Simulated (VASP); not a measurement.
Input of a VASP 6.6.1 run:

Contents of INCAR:

```
SYSTEM = Gd
  PREC = Accurate
  ENCUT = 520
  EDIFF = 1E-6
  ISMEAR = -1
  SIGMA = 0.08
  LREAL = .False.
  LASPH = .True.
  NELM = 150
  ALGO = Normal
  ISIF = 2
  LWAVE = .False.
  LCHARG = .True.
  ISPIN = 2
  MAGMOM = 7
  LORBIT = 11
  LMAXMIX = 6
  GGA = PE
  LELF = .True.
  LVHAR = .True.
  NBANDS = 19
```

File KPOINTS:

```
regular mesh
0
Gamma
  17 17 17
  0 0 0
```

Contents of POSCAR:

```
Gd
1.0
    0.0000000000      1.9314750806      1.9314750806
    1.9314750806      0.0000000000      1.9314750806
    1.9314750806      1.9314750806      0.0000000000
Gd
1
Direct
    0.0000000000      0.0000000000      0.0000000000
```

Potentials or basis: VASP PAW PBE potentials, release 64 (Gd).

Command:

```bash
$ cat potpaw_PBE.64/Gd/POTCAR > POTCAR
$ mpirun -np 1 vasp_std > vasp.out
```

**Question.** Predict the site moments.

**Answer.** Gd +6.43 μB.

**Question.** What does it give for the pressure?

**Answer.** 101.4 GPa.

**Question.** What does it give for the net moment?

**Answer.** 6.59 μB per cell.

 The state reached can hang on the start; a lower one may exist.
